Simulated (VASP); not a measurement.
# Se (P3_121) in VASP: further runs, part 2 of 2

VASP 6.6.1. The steps go on from the part before.

## Step 4: Electric field gradients, PBEsol (26.17 Å³/atom)

This run uses another cell than the first one, of 26.17 Å³/atom.

Contents of INCAR:

```
SYSTEM = Se
ALGO = Normal
EDIFF = 1E-8
ENCUT = 520
GGA = PS
ISIF = 2
ISMEAR = -1
LASPH = .True.
LCHARG = .False.
LEFG = .True.
LREAL = .False.
LWAVE = .False.
NBANDS = 16
NELM = 80
PREC = Accurate
SIGMA = 0.03
```

Contents of KPOINTS:

```
k-points
0
Gamma
  6 6 5
  0 0 0
```

Contents of POSCAR:

```
Se
1.0
    4.3071900132      0.0000000000      0.0000000000
   -2.1535950066      3.7301359704      0.0000000000
    0.0000000000      0.0000000000      4.8866512526
Se
3
Direct
    0.2254000000      0.0000000000      0.3333333333
    0.0000000000      0.2254000000      0.6666666667
    0.7746000000      0.7746000000      0.0000000000
```

Potentials or basis: VASP PAW PBE potentials, release 64 (Se).

Command:

```console
cat potpaw_PBE.64/Se/POTCAR > POTCAR
mpirun -np 1 vasp_std > vasp.out
```

OUTCAR:

```text
SYSTEM = Se
   EDIFF = 1E-8
   ENCUT = 520
   GGA = PS
   ISIF = 2
   ISMEAR = -1
   LASPH = .True.
   LREAL = .False.
   NELM = 80
   PREC = Accurate

 ion  position               nearest neighbor table
   1  0.225  0.000  0.333-   3 2.34   2 2.34
   2  0.000  0.225  0.667-   3 2.34   1 2.34
   3  0.775  0.775  0.000-   1 2.34   2 2.34

  LATTYP: Found a hexagonal cell.
 ALAT       =     4.3071900132
 C/A-ratio  =     1.1345334749

  Lattice vectors:

 A1 = (   4.3071900132,   0.0000000000,   0.0000000000)
 A2 = (  -2.1535950066,   3.7301359704,   0.0000000000)
 A3 = (   0.0000000000,   0.0000000000,   4.8866512526)

Analysis of symmetry for initial positions (statically):
=====================================================================
 Subroutine PRICEL returns:
 Original cell was already a primitive cell.

 Routine SETGRP: Setting up the symmetry group for a
[... 652 lines left out ...]
    -2.153595007  3.730135970  0.000000000     0.000000000  0.268086742  0.000000000
     0.000000000  0.000000000  4.886651253     0.000000000  0.000000000  0.204639118

 POSITION                                       TOTAL-FORCE (eV/Angst)
 -----------------------------------------------------------------------------------
      0.97084      0.00000      1.62888         0.786971      0.000000      0.000000
     -0.48542      0.84077      3.25777        -0.393485      0.681537     -0.000000
      1.66817      2.88936      0.00000        -0.393485     -0.681537      0.000000
 -----------------------------------------------------------------------------------
    total drift:                               -0.000000     -0.000000     -0.000000

  FREE ENERGIE OF THE ION-ELECTRON SYSTEM (eV)
  ---------------------------------------------------
  free  energy   TOTEN  =       -11.4529199184 eV

  energy  without entropy=      -11.4529199182  energy(sigma->0) =      -11.45291992

 Electric field gradients (V/A^2)
---------------------------------------------------------------------
 ion       V_xx      V_yy      V_zz      V_xy      V_xz      V_yz
---------------------------------------------------------------------
   1     154.635  -322.809   168.174    -0.000    -0.000   317.062
   2    -203.448    35.274   168.174  -206.739  -274.584  -158.531
   3    -203.448    35.274   168.174   206.739   274.584  -158.531
---------------------------------------------------------------------

 Electric field gradients after diagonalization (V/A^2)
 (convention: |V_zz| > |V_xx| > |V_yy|)
----------------------------------------------------------------------
 ion       V_xx      V_yy      V_zz     asymmetry (V_yy - V_xx)/ V_zz
----------------------------------------------------------------------
   1     323.674   154.635  -478.309       0.353
   2     323.674   154.635  -478.309       0.353
   3     323.675   154.634  -478.309       0.353
----------------------------------------------------------------------

           NMR quadrupolar parameters

 Cq : quadrupolar parameter    Cq=e*Q*V_zz/h
 eta: asymmetry parameters     (V_yy - V_xx)/ V_zz
 Q  : nuclear electric quadrupole moment in mb (millibarn)
----------------------------------------------------------------------
 ion       Cq(MHz)       eta       Q (mb)
----------------------------------------------------------------------
   1      -1.157       0.353       1.000
   2      -1.157       0.353       1.000
   3      -1.157       0.353       1.000
----------------------------------------------------------------------
```

OSZICAR:

```text
N       E                     dE             d eps       ncg     rms          rms(c)
DAV:   1     0.793066378292E+02    0.79307E+02   -0.72829E+03   864   0.936E+02
DAV:   2    -0.659788140725E+01   -0.85905E+02   -0.81531E+02  1144   0.157E+02
DAV:   3    -0.115211192084E+02   -0.49232E+01   -0.49078E+01  1088   0.423E+01
DAV:   4    -0.115527038635E+02   -0.31585E-01   -0.31581E-01  1112   0.401E+00
DAV:   5    -0.115529217561E+02   -0.21789E-03   -0.21789E-03  1144   0.326E-01    0.757E+00
DAV:   6    -0.114815782578E+02    0.71343E-01   -0.34711E-02  1032   0.114E+00    0.466E+00
DAV:   7    -0.114536758313E+02    0.27902E-01   -0.70890E-02  1040   0.158E+00    0.195E-01
DAV:   8    -0.114528552092E+02    0.82062E-03   -0.81407E-03   984   0.552E-01    0.911E-02
DAV:   9    -0.114529050961E+02   -0.49887E-04   -0.25431E-04  1192   0.101E-01    0.304E-02
DAV:  10    -0.114529188758E+02   -0.13780E-04   -0.23712E-05  1048   0.320E-02    0.592E-03
DAV:  11    -0.114529201143E+02   -0.12385E-05   -0.46032E-06  1200   0.128E-02    0.320E-03
DAV:  12    -0.114529199430E+02    0.17133E-06   -0.96301E-07  1096   0.615E-03    0.867E-04
DAV:  13    -0.114529199254E+02    0.17551E-07   -0.16973E-07  1152   0.232E-03    0.326E-04
DAV:  14    -0.114529199184E+02    0.70404E-08   -0.15151E-08   984   0.742E-04
   1 F= -.11452920E+02 E0= -.11452920E+02  d E =-.151305E-09
```

stdout:

```text
POSCAR found type information on POSCAR Se
 POSCAR found :  1 types and       3 ions
 scaLAPACK will be used
 -----------------------------------------------------------------------------
|                                                                             |
|                                                                             |
|     You enforced a specific xc type in the INCAR file but a different       |
|     I HOPE YOU KNOW WHAT YOU ARE DOING!                                     |
|                                                                             |
 -----------------------------------------------------------------------------

 LDA part: xc-table for (Slater+PW92), standard interpolation
 POSCAR, INCAR and KPOINTS ok, starting setup
 FFT: planning ... GRIDC
 FFT: planning ... GRID_SOFT
 FFT: planning ... GRID
 WAVECAR not read
 entering main loop
ion   1

ion   2
     0.0000499     3.8929683     2.8832452    -2.5788760     4.9939272     2.2476063
     0.0000687     3.8929683     2.8832452    -2.5788760     4.9939271     2.2476063
     0.0000946     3.8929682     2.8832451    -2.5788760     4.9939271     2.2476063
     0.0001302     3.8929682     2.8832451    -2.5788759     4.9939270     2.2476062
[... 12 lines left out ...]
     0.0000499  -189.2027551   144.9668310  -133.1089310  -251.0899167   109.2362616
     0.0000687  -189.1981382   144.9632891  -133.1056819  -251.0837819   109.2335960
     0.0000946  -189.1906533   144.9575471  -133.1004152  -251.0738366   109.2292746
     0.0001302  -189.1785788   144.9482851  -133.0919206  -251.0577943   109.2223034
```

Run time: 48 s. Hardware: 1 thread of AMD EPYC 7R43 (Zen 3), shared host; peak memory 0.15 GiB.

What came out:

```
Free energy                             : -11.4529 eV
Pressure                                : 3.0 GPa
Largest force                           : 0.787 eV/Å
Band gap on the k mesh                  : 1.20 eV (least direct gap 1.53 eV)
Largest electric field gradient by atom : Se -478.3 V/Å²
```

Forces on the atoms (eV/Å):
```
Se   0.787  0.000  0.000
Se  -0.393  0.682  0.000
Se  -0.393 -0.682  0.000
```

Stress tensor (GPa, compression positive):
```
1.94 0.00 0.00
0.00 1.94 0.00
0.00 0.00 5.00
```

Levels at points of the mesh, in eV from the valence-band top:
```tsv
k point	band 7	band 8	band 9	band 10	band 11	band 12
(0.00, 0.00, 0.00)	-2.13	-2.13	-0.36	2.00	2.00	2.23
(0.50, 0.00, 0.00)	-2.99	-1.81	-0.99	2.00	2.43	4.40
```

Electric field gradients, principal values (V/Å²):
```
atom    least   middle  greatest (by size)
1 Se  154.635  323.674            -478.309
2 Se  154.635  323.674            -478.309
3 Se  154.634  323.675            -478.309
```

Caveat: without QUAD_EFG the Cq values of the log hold for a quadrupole moment of 1 mb, not for the nuclei; the PAW data sets were made with another functional, which shifts forces and pressure a little; an odd mesh through Γ misses points on the zone boundary, where band edges can lie.

## Step 5: Electric field gradients, PBEsol (26.17 Å³/atom)

This run uses another cell than the first one, of 26.17 Å³/atom.

Contents of INCAR:

```
PREC = Accurate ; ENCUT = 520
EDIFF = 1E-8 ; ISMEAR = -1
SIGMA = 0.03 ; LREAL = False
LASPH = True ; NELM = 80
ALGO = Normal ; ISIF = 2
LWAVE = False ; LCHARG = False
GGA = PS ; LEFG = True
NBANDS = 16
```

Contents of KPOINTS:

```
regular mesh
0
Gamma
  6 6 5
```

POSCAR is that of step 4.

Potentials or basis: VASP PAW PBE potentials, release 64 (Se).

Command:

```console
cat potpaw_PBE.64/Se/POTCAR > POTCAR
mpirun -np 1 vasp_std > vasp.out
```

OUTCAR:

```text
PREC = Accurate
   ENCUT = 520
   EDIFF = 1E-8
   ISMEAR = -1
   LREAL = False
   LASPH = True
   NELM = 80
   ISIF = 2
   GGA = PS

 ion  position               nearest neighbor table
   1  0.225  0.000  0.333-   3 2.34   2 2.34
   2  0.000  0.225  0.667-   3 2.34   1 2.34
   3  0.775  0.775  0.000-   1 2.34   2 2.34

  LATTYP: Found a hexagonal cell.
 ALAT       =     4.3071900132
 C/A-ratio  =     1.1345334749

  Lattice vectors:

 A1 = (   4.3071900132,   0.0000000000,   0.0000000000)
 A2 = (  -2.1535950066,   3.7301359704,   0.0000000000)
[... 674 lines left out ...]

  energy  without entropy=      -11.4529199182  energy(sigma->0) =      -11.45291992

 Electric field gradients (V/A^2)
---------------------------------------------------------------------
 ion       V_xx      V_yy      V_zz      V_xy      V_xz      V_yz
---------------------------------------------------------------------
   1     154.635  -322.809   168.174    -0.000    -0.000   317.062
   2    -203.448    35.274   168.174  -206.739  -274.584  -158.531
   3    -203.448    35.274   168.174   206.739   274.584  -158.531
---------------------------------------------------------------------

 Electric field gradients after diagonalization (V/A^2)
 (convention: |V_zz| > |V_xx| > |V_yy|)
----------------------------------------------------------------------
 ion       V_xx      V_yy      V_zz     asymmetry (V_yy - V_xx)/ V_zz
----------------------------------------------------------------------
   1     323.674   154.635  -478.309       0.353
   2     323.674   154.635  -478.309       0.353
   3     323.675   154.634  -478.309       0.353
----------------------------------------------------------------------

           NMR quadrupolar parameters

 Cq : quadrupolar parameter    Cq=e*Q*V_zz/h
 eta: asymmetry parameters     (V_yy - V_xx)/ V_zz
 Q  : nuclear electric quadrupole moment in mb (millibarn)
----------------------------------------------------------------------
 ion       Cq(MHz)       eta       Q (mb)
----------------------------------------------------------------------
   1      -1.157       0.353       1.000
   2      -1.157       0.353       1.000
   3      -1.157       0.353       1.000
----------------------------------------------------------------------
```

stdout:

```text
POSCAR found type information on POSCAR Se
 POSCAR found :  1 types and       3 ions
 scaLAPACK will be used
 -----------------------------------------------------------------------------
|                                                                             |
|                                                                             |
|     You enforced a specific xc type in the INCAR file but a different       |
|     I HOPE YOU KNOW WHAT YOU ARE DOING!                                     |
|                                                                             |
 -----------------------------------------------------------------------------

 LDA part: xc-table for (Slater+PW92), standard interpolation
 POSCAR, INCAR and KPOINTS ok, starting setup
 FFT: planning ... GRIDC
 FFT: planning ... GRID_SOFT
 FFT: planning ... GRID
 WAVECAR not read
 entering main loop
ion   1

ion   2
     0.0000499     3.8929683     2.8832452    -2.5788760     4.9939272     2.2476063
     0.0000687     3.8929683     2.8832452    -2.5788760     4.9939271     2.2476063
     0.0000946     3.8929682     2.8832451    -2.5788760     4.9939271     2.2476063
     0.0001302     3.8929682     2.8832451    -2.5788759     4.9939270     2.2476062
[... 12 lines left out ...]
     0.0000499  -189.2027551   144.9668310  -133.1089310  -251.0899167   109.2362616
     0.0000687  -189.1981382   144.9632891  -133.1056819  -251.0837819   109.2335960
     0.0000946  -189.1906533   144.9575471  -133.1004152  -251.0738366   109.2292746
     0.0001302  -189.1785788   144.9482851  -133.0919206  -251.0577943   109.2223034
```

Wall time 68 s (1 thread of AMD EPYC 7R43 (Zen 3), shared host); peak memory 0.14 GiB.

Results:

```yaml
Free_energy: -11.4529 eV
Pressure: 3.0 GPa
Largest_force: 0.787 eV/Å
Band_gap_on_the_k_mesh: 1.20 eV (least direct gap 1.53 eV)
Largest_electric_field_gradient_by_atom: Se -478.3 V/Å²
```

Forces in eV/Å, atoms in the order of the input:
```
Se   0.787  0.000  0.000
Se  -0.393  0.682  0.000
Se  -0.393 -0.682  0.000
```

Stress tensor (GPa, compression positive):
```
1.94 0.00 0.00
0.00 1.94 0.00
0.00 0.00 5.00
```

Electric field gradients, principal values (V/Å²):
| atom | least | middle | greatest (by size) |
| --- | --- | --- | --- |
| 1 Se | 154.635 | 323.674 | -478.309 |
| 2 Se | 154.635 | 323.674 | -478.309 |
| 3 Se | 154.634 | 323.675 | -478.309 |

Caveat: without QUAD_EFG the Cq values of the log hold for a quadrupole moment of 1 mb, not for the nuclei; the PAW data sets were made with another functional, which shifts forces and pressure a little; an odd mesh through Γ misses points on the zone boundary, where band edges can lie.
